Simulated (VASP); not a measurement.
Wanted: the native input for a VASP 6.6.1 run.

- Task: single point
- Functional: r2SCAN
- Potentials or basis: VASP PAW PBE potentials, release 64 (Mo_sv)
- Cutoff: 520 eV
- k mesh: 14 × 14 × 13
- Occupations: fermi-dirac, width 0.1 eV
- Spin: no spin polarisation
- Dipole correction: no
- Further INCAR settings: ALGO = Normal; EDIFF = 1e-07; NBANDS = 13

The system is Mo.

```
Mo
1.0
     2.73551    0.00000    0.00000
    -1.36776    2.36902    0.00000
     0.00000    0.00000    2.55518
Mo
1
Direct
  0.00000 0.00000 0.50000
```

These files were run (other wordings do the same):

POSCAR

```
Mo
1.0
    2.7355100000      0.0000000000      0.0000000000
   -1.3677600000      2.3690200000      0.0000000000
    0.0000000000      0.0000000000      2.5551800000
Mo
1
Direct
    0.0000000000      0.0000000000      0.5000000000
```

INCAR.step1

```
SYSTEM = Mo
PREC = Accurate
ENCUT = 520
ISMEAR = -1
SIGMA = 0.1
LREAL = .False.
LASPH = .True.
NELM = 80
NBANDS = 13
GGA = PE
ALGO = Normal
EDIFF = 1E-4
LWAVE = .True.
LCHARG = .False.
```

INCAR.step2

```
SYSTEM = Mo
PREC = Accurate
ENCUT = 520
EDIFF = 1E-7
ISMEAR = -1
SIGMA = 0.1
LREAL = .False.
LASPH = .True.
NELM = 80
ALGO = Normal
ISIF = 2
LWAVE = .False.
LCHARG = .False.
METAGGA = R2SCAN
LMIXTAU = .True.
NBANDS = 13
ISTART = 1
```

KPOINTS

```
regular mesh
0
Gamma
  14 14 13
  0 0 0
```

Potentials or basis: VASP PAW PBE potentials, release 64 (Mo_sv).

Run with:

```console
$ cat potpaw_PBE.64/Mo_sv/POTCAR > POTCAR
$ cp INCAR.step1 INCAR
$ mpirun -np 1 vasp_std > vasp.out
$ cp INCAR.step2 INCAR
$ mpirun -np 1 vasp_std > vasp.out
```

Results of the run:

```yaml
Pressure: 1.9 GPa
Band_gap_on_the_k_mesh: zero (band 7 reaches 12.53 eV, above the bottom of band 8 at 10.61 eV)
```

Caveat: the PAW data sets were made with another functional, which shifts forces and pressure a little.

Run time: 2.1 min on 1 thread of Intel(R) Xeon(R) Platinum 8259CL CPU @ 2.50GHz (Skylake/Cascade Lake), with other jobs on the host, peak memory 0.15 GiB.
